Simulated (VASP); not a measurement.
Runs of VASP 6.6.1 on Sn2Ir. The structure is that of space group Fm-3m (No. 225), or close to it. The cells are those of the table. 

| task | cell | gap on the mesh (eV) | pressure (GPa) |
| --- | --- | --- | --- |
| single point | a = 4.091 Å, angles 60.0°, 3 atoms | none | (b) |
| single point | a = 4.179 Å, angles 60.0°, 3 atoms | none | 43.8 |
| single point | a = 4.265 Å, angles 60.0°, 3 atoms | none | 25.9 |
| single point | a = 4.502 Å, angles 60.0°, 3 atoms | none | (a) |
| electric field gradients | a = 4.091 Å, angles 60.0°, 3 atoms | none | 68.1 |

Alike in all rows: level LDA; potentials or basis VASP PAW LDA potentials, release 64 (Sn_d, Ir); no spin polarisation; k mesh 10 × 10 × 10; cutoff (eV) 520; smearing fermi-dirac 0.05 eV.

Question: Fill in the values left out.

Answer: (a) -3.5; (b) 68.0.

Caveats: spin-orbit coupling is left out, which moves the levels of the heavy elements.

A k mesh can miss the band edges, and the runs leave out spin-orbit coupling on Ir, Sn.

A gap of «none» marks levels without a gap at the run's occupations.
